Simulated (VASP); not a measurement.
# B5Pt (F-43m) in VASP: a series of runs

Runs on B5Pt. Level: PBE. Tasks: single point.

Everything below comes from runs of VASP 6.6.1. Logs are shortened: lines on timing, memory, paths and dates and some standing lists are left out, and cuts for length are marked.

### Step 1. The cell of the first run

It takes space group F-43m (No. 216, cubic). Conventional cell: a = 6.196 Å, b = 6.196 Å, c = 6.196 Å, α = 90.00°, β = 90.00°, γ = 90.00°. Within 1.9 Å of B (site symmetry 3m) lie 3 B at 1.45 Å and 1 Pt at 1.80 Å. Within 3.5 Å of B (site symmetry -43m) lie 4 Pt at 2.68 Å and 12 B at 2.69 Å. Within 2.4 Å of Pt (site symmetry -43m) lie 4 B at 1.80 Å.

The cell was built from a structure type or drawn by symmetry, and may not be a known phase.

### Step 2. Single point, PBE

File INCAR:

```
ALGO = Normal
EDIFF = 1E-6
ENCUT = 520
GGA = PE
ISIF = 2
ISMEAR = 0
LASPH = T
LCHARG = T
LELF = T
LREAL = F
LVHAR = T
LWAVE = F
NBANDS = 22
NELM = 80
PREC = Accurate
SIGMA = 0.1
```

File KPOINTS:

```
k-points
0
Gamma
  6 6 6
```

File POSCAR:

```
B5Pt
1.0
    0.0000000000      3.0978985400      3.0978985400
    3.0978985400      0.0000000000      3.0978985400
    3.0978985400      3.0978985400      0.0000000000
B Pt
5 1
Direct
    0.0825391900      0.0825391900      0.0825391900
    0.0825391900      0.0825391900      0.7523824200
    0.0825391900      0.7523824200      0.0825391900
    0.7523824200      0.0825391900      0.0825391900
    0.5000000000      0.5000000000      0.5000000000
    0.2500000000      0.2500000000      0.2500000000
```

Potentials or basis: VASP PAW PBE potentials, release 64 (B, Pt).

Started as:

```
$ cat potpaw_PBE.64/B/POTCAR potpaw_PBE.64/Pt/POTCAR > POTCAR
$ mpirun -np 1 vasp_std > vasp.out
```

OUTCAR:

```text
EDIFF = 1E-6
   ENCUT = 520
   GGA = PE
   ISIF = 2
   ISMEAR = 0
   LASPH = T
   LREAL = F
   NELM = 80
   PREC = Accurate

 ion  position               nearest neighbor table
   1  0.083  0.083  0.083-   2 1.45   3 1.45   4 1.45   6 1.80
   2  0.083  0.083  0.752-   1 1.45   3 1.45   4 1.45   6 1.80
   3  0.083  0.752  0.083-   1 1.45   2 1.45   4 1.45   6 1.80
   4  0.752  0.083  0.083-   1 1.45   2 1.45   3 1.45   6 1.80
   5  0.500  0.500  0.500-   6 2.68   6 2.68   6 2.68   6 2.68
   6  0.250  0.250  0.250-   4 1.80   3 1.80   2 1.80   1 1.80   5 2.68   5 2.68   5 2.68   5 2.68

  LATTYP: Found a face centered cubic cell.
 ALAT       =     6.1957970800

  Lattice vectors:

 A1 = (   0.0000000000,   3.0978985400,   3.0978985400)
 A2 = (   3.0978985400,   0.0000000000,   3.0978985400)
 A3 = (   3.0978985400,   3.0978985400,   0.0000000000)

Analysis of symmetry for initial positions (statically):
=====================================================================
 Subroutine PRICEL returns:
 Original cell was already a primitive cell.

 Routine SETGRP: Setting up the symmetry group for a
 face centered cubic supercell.

 Subroutine GETGRP returns: Found 24 space group operations
 (whereof 24 operations were pure point group operations)
 out of a pool of 48 trial point group operations.

The static configuration has the point symmetry T_d .

Analysis of symmetry for dynamics (positions and initial velocities):
=====================================================================
 Subroutine PRICEL returns:
 Original cell was already a primitive cell.

 Routine SETGRP: Setting up the symmetry group for a
 face centered cubic supercell.

 Subroutine GETGRP returns: Found 24 space group operations
 (whereof 24 operations were pure point group operations)
 out of a pool of 48 trial point group operations.

The dynamic configuration has the point symmetry T_d .

 Subroutine INISYM returns: Found 24 space group operations
 (whereof 24 operations are pure point group operations),
 and found     1 'primitive' translations

----------------------------------------------------------------------------------------

                                     Primitive cell

  volume of cell :      59.4609

  direct lattice vectors                    reciprocal lattice vectors
     0.000000000  3.097898540  3.097898540    -0.161399734  0.161399734  0.161399734
     3.097898540  0.000000000  3.097898540     0.161399734 -0.161399734  0.161399734
     3.097898540  3.097898540  0.000000000     0.161399734  0.161399734 -0.161399734

  length of vectors
     4.381090130  4.381090130  4.381090130     0.279552539  0.279552539  0.279552539

  position of ions in fractional coordinates (direct lattice)
     0.082539190  0.082539190  0.082539190
     0.082539190  0.082539190  0.752382420
     0.082539190  0.752382420  0.082539190
     0.752382420  0.082539190  0.082539190
     0.500000000  0.500000000  0.500000000
     0.250000000  0.250000000  0.250000000

  ion indices of the primitive-cell ions
   primitive index   ion index
                 1           1
                 2           2
                 3           3
                 4           4
                 5           5
                 6           6

----------------------------------------------------------------------------------------

 KPOINTS: k-points

Automatic generation of k-mesh.
 Grid dimensions read from file:
 generate k-points for:    6    6    6

 Generating k-lattice:

  Cartesian coordinates                     Fractional coordinates (reciprocal lattice)
    -0.026899956  0.026899956  0.026899956     0.166666667  0.000000000  0.000000000
     0.026899956 -0.026899956  0.026899956     0.000000000  0.166666667  0.000000000
     0.026899956  0.026899956 -0.026899956     0.000000000  0.000000000  0.166666667

  Length of vectors
     0.046592090  0.046592090  0.046592090

  Shift w.r.t. Gamma in fractional coordinates (k-lattice)
     0.000000000  0.000000000  0.000000000

 Subroutine IBZKPT returns following result:
 ===========================================

 Found     16 irreducible k-points:

 Following reciprocal coordinates:
            Coordinates               Weight
  0.000000  0.000000  0.000000      1.000000
  0.166667  0.000000  0.000000      8.000000
  0.333333  0.000000  0.000000      8.000000
  0.500000  0.000000  0.000000      4.000000
  0.166667  0.166667  0.000000      6.000000
  0.333333  0.166667  0.000000     24.000000
[... 8 lines left out ...]
 -0.333333  0.333333  0.166667     24.000000
 -0.333333  0.500000  0.166667     12.000000
   k-points           NKPTS =     16   k-points in BZ     NKDIM =     16   number of bands    NBANDS=     22
   number of dos      NEDOS =    301   number of ions     NIONS =      6
   total plane-waves  NPLWV =  46656
   dimension x,y,z NGX =    36 NGY =   36 NGZ =   36
   dimension x,y,z NGXF=    72 NGYF=   72 NGZF=   72
   ions per type =               5   1
   NGX,Y,Z   is equivalent  to a cutoff of  13.66, 13.66, 13.66 a.u.
   NGXF,Y,Z  is equivalent  to a cutoff of  27.32, 27.32, 27.32 a.u.
 SYSTEM =  unknown system
   PREC   = accura    normal or accurate (medium, high low for compatibility)
   ISTART =      0    job   : 0-new  1-cont  2-samecut
   ICHARG =      2    charge: 1-file 2-atom 10-const
   ISPIN  =      1    spin polarized calculation?
   LNONCOLLINEAR =      F non collinear calculations
   LSORBIT =      F    spin-orbit coupling
   LASPH  =      T    aspherical Exc in radial PAW
   ENCUT  =  520.0 eV  38.22 Ry    6.18 a.u.   8.15  8.15  8.15*2*pi/ulx,y,z
   NELM   =     80;   NELMIN=  2; NELMDL= -5     # of ELM steps
   EDIFF  = 0.1E-05   stopping-criterion for ELM
   LREAL  =      F    real-space projection
   EDIFFG = 0.1E-04   stopping-criterion for IOM
   NSW    =      0    number of steps for IOM
   IBRION =     -1    ionic relax: 0-MD 1-quasi-New 2-CG
   NFREE  =      0    steps in history (QN), initial steepest desc. (CG)
   ISIF   =      2    stress and relaxation
   ISYM   =      2    0-nonsym 1-usesym 2-fastsym
   POTIM  = 0.5000    time-step for ionic-motion
   TEBEG  =    0.0;   TEEND  =   0.0 temperature during run
   PSTRESS=    0.0 pullay stress
   NELECT =      25.0000    total number of electrons
   NUPDOWN=      -1.0000    fix difference up-down
   EMIN   =  10.00;   EMAX   =-10.00  energy-range for DOS
   EFERMI =   0.00;   METHOD = LEGACY
   ISMEAR =     0;   SIGMA  =   0.10  broadening in eV -4-tet -1-fermi 0-gaus
   EFERMI_NEDOS =   21; number of points for ismear=-14 and -15
   IALGO  =     38    algorithm
   IMIX   =      4    mixing-type and parameters
     AMIX     =   0.40;   BMIX     =  1.00
     AMIX_MAG =   1.60;   BMIX_MAG =  1.00
  volume/ion in A,a.u.               =       9.91        66.88
  Fermi-wavevector in a.u.,A,eV,Ry     =   1.226434  2.317625 20.465084  1.504141
  Thomas-Fermi vector in A             =   2.361435
   LORBIT       =      0    0 simple, 1 ext, 2 COOP (PROOUT), +10 PAW based schemes
   GGA     = PE    functional components
   LHFCALC =     F    Hartree Fock is set to
   AEXX    =    0.0000 exact exchange contribution
   IVDW    =     0    specifies the selected vdW correction
   LEPSILON=     F    determine dielectric tensor
   LRPA    =     F    only Hartree local field effects (RPA)
 non-spin polarized calculation
 Gauss-broadening in eV      SIGMA  =   0.10
  energy-cutoff  :      520.00
  volume of cell :       59.46
 maximum number of plane-waves:      1639
 NGX is ok and might be reduce to    36
   NGX = 17   NGY = 17   NGZ = 17

 number of electron      25.0000001 magnetization

 Free energy of the ion-electron system (eV)
  ---------------------------------------------------
  ext. energy  EPLUGINS =         0.00000000
  ---------------------------------------------------
  free energy    TOTEN  =       -27.12386324 eV

  energy without entropy =      -27.11165406  energy(sigma->0) =      -27.11775865

 E-fermi :   5.9884     XC(G=0): -10.9926

 val. band max:        5.9240291521   @ k =   0.5000   0.3333   0.0000
 cond. band min:       5.9918357841   @ k =   0.1667   0.0000   0.0000
 fundamental gap:      0.0678066320
 Fermi energy:         5.9884229067

 k-point     1 :       0.0000    0.0000    0.0000
  band No.  band energies     occupation
      1      -9.5443      2.00000
      2      -3.6416      2.00000
      3      -2.5637      2.00000
      4      -2.5637      2.00000
      5      -2.5637      2.00000
      6      -0.0744      2.00000
[... 14 lines left out ...]
     21      17.6339      0.00000
     22      17.6339      0.00000

 k-point     2 :       0.1667    0.0000    0.0000
  band No.  band energies     occupation
      1      -9.4605      2.00000
      2      -3.7817      2.00000
      3      -2.4450      2.00000
      4      -2.4450      2.00000
      5      -2.2851      2.00000
      6      -0.1481      2.00000
[... 14 lines left out ...]
     21      17.6137      0.00000
     22      17.6943      0.00000

 k-point     3 :       0.3333    0.0000    0.0000
  band No.  band energies     occupation
      1      -9.2868      2.00000
      2      -3.9107      2.00000
      3      -2.2134      2.00000
      4      -2.2134      2.00000
      5      -1.7536      2.00000
      6      -0.1660      2.00000
[... 14 lines left out ...]
     21      17.2461      0.00000
     22      17.2461      0.00000

 k-point     4 :       0.5000    0.0000    0.0000
  band No.  band energies     occupation
      1      -9.1965      2.00000
      2      -3.9245      2.00000
      3      -2.1097      2.00000
      4      -2.1097      2.00000
      5      -1.2766      2.00000
      6      -0.4806      2.00000
[... 14 lines left out ...]
     21      16.9219      0.00000
     22      16.9219      0.00000

 k-point     5 :       0.1667    0.1667    0.0000
  band No.  band energies     occupation
      1      -9.4337      2.00000
      2      -3.7947      2.00000
      3      -2.3869      2.00000
      4      -2.3869      2.00000
      5      -2.2312      2.00000
      6      -0.4537      2.00000
[... 14 lines left out ...]
     21      17.4910      0.00000
     22      17.4910      0.00000

 k-point     6 :       0.3333    0.1667    0.0000
  band No.  band energies     occupation
      1      -9.2921      2.00000
      2      -3.8273      2.00000
      3      -2.2079      2.00000
      4      -2.1513      2.00000
      5      -1.8689      2.00000
      6      -0.6395      2.00000
[... 14 lines left out ...]
     21      17.1764      0.00000
     22      17.5166      0.00000

 k-point     7 :       0.5000    0.1667    0.0000
  band No.  band energies     occupation
      1      -9.1747      2.00000
      2      -3.7294      2.00000
      3      -2.1377      2.00000
      4      -1.9655      2.00000
      5      -1.4957      2.00000
      6      -0.8918      2.00000
[... 124 lines left out ...]
      6      -1.4401      2.00000
[... 14 lines left out ...]
     21      17.0093      0.00000
     22      17.3034      0.00000

 k-point    13 :       0.5000    0.5000    0.0000
  band No.  band energies     occupation
      1      -9.1025      2.00000
      2      -3.4537      2.00000
      3      -2.2685      2.00000
      4      -1.3411      2.00000
      5      -1.3411      2.00000
      6      -0.4414      2.00000
[... 14 lines left out ...]
     21      17.0139      0.00000
     22      17.0139      0.00000

 k-point    14 :       0.5000    0.3333    0.1667
  band No.  band energies     occupation
      1      -9.1804      2.00000
      2      -3.6196      2.00000
      3      -2.1626      2.00000
      4      -1.8366      2.00000
      5      -1.7500      2.00000
      6      -0.7459      2.00000
[... 14 lines left out ...]
     21      17.0301      0.00000
     22      17.4353      0.00000

 k-point    15 :      -0.3333    0.3333    0.1667
  band No.  band energies     occupation
      1      -9.1245      2.00000
      2      -3.3357      2.00000
      3      -2.2315      2.00000
      4      -1.7436      2.00000
      5      -1.5883      2.00000
      6      -1.4468      2.00000
[... 14 lines left out ...]
     21      17.0394      0.00000
     22      17.3527      0.00000

 k-point    16 :      -0.3333    0.5000    0.1667
  band No.  band energies     occupation
      1      -9.1005      2.00000
      2      -3.1537      2.00000
      3      -2.2125      2.00000
      4      -1.9469      2.00000
      5      -1.4073      2.00000
      6      -1.2393      2.00000
[... 14 lines left out ...]
     21      17.0723      0.00000
     22      17.3805      0.00000

------------------------ aborting loop because EDIFF is reached ----------------------------------------

  FORCE on cell =-STRESS in cart. coord.  units (eV):
  Direction    XX          YY          ZZ          XY          YZ          ZX
  --------------------------------------------------------------------------------------
  -------------------------------------------------------------------------------------
  Total       30.3313640     30.3313640     30.3313640     -0.0000000      0.0000000      0.0000000
  in kB      817.2801631    817.2801631    817.2801631     -0.0000000      0.0000000      0.0000000
  external PRESSURE =     817.2801631 kB  Pullay stress =       0.0000000 kB

 VOLUME and BASIS-vectors are now :
 -----------------------------------------------------------------------------
  energy-cutoff  :      520.00
  volume of cell :       59.46
      direct lattice vectors                 reciprocal lattice vectors
     0.000000000  3.097898540  3.097898540    -0.161399734  0.161399734  0.161399734
     3.097898540  0.000000000  3.097898540     0.161399734 -0.161399734  0.161399734
     3.097898540  3.097898540  0.000000000     0.161399734  0.161399734 -0.161399734

 POSITION                                       TOTAL-FORCE (eV/Angst)
 -----------------------------------------------------------------------------------
      0.51140      0.51140      0.51140         3.365444      3.365444      3.365444
      2.58650      2.58650      0.51140        -3.365444     -3.365444      3.365444
      2.58650      0.51140      2.58650        -3.365444      3.365444     -3.365444
      0.51140      2.58650      2.58650         3.365444     -3.365444     -3.365444
      3.09790      3.09790      3.09790         0.000000      0.000000      0.000000
      1.54895      1.54895      1.54895         0.000000      0.000000      0.000000
 -----------------------------------------------------------------------------------
    total drift:                                0.000007      0.000007      0.000007

  FREE ENERGIE OF THE ION-ELECTRON SYSTEM (eV)
  ---------------------------------------------------
  free  energy   TOTEN  =       -27.1238632432 eV

  energy  without entropy=      -27.1116540610  energy(sigma->0) =      -27.11775865
```

Run time: 52 s. Hardware: 1 thread of Intel Xeon 8259CL, shared host; peak memory 0.2 GiB.

What came out:

| Quantity | Value |
| --- | --- |
| Free energy | -27.1239 eV |
| Pressure | 81.7 GPa |
| Largest force | 5.829 eV/Å |
| Band gap on the k mesh | zero (an odd number of electrons rules out a gap without spin polarisation) |

Forces in eV/Å, atoms in the order of the input:
```
B    3.365  3.365  3.365
B   -3.365 -3.365  3.365
B   -3.365  3.365 -3.365
B    3.365 -3.365 -3.365
B    0.000  0.000  0.000
Pt   0.000  0.000  0.000
```

Caveat: the cell stands under pressure; spin-orbit coupling is left out, which moves the levels of the heavy elements; forces of over 1 eV/Å act on the atoms, so gaps and moduli don't describe the material at rest.

(Continued in part 2 of 2.)
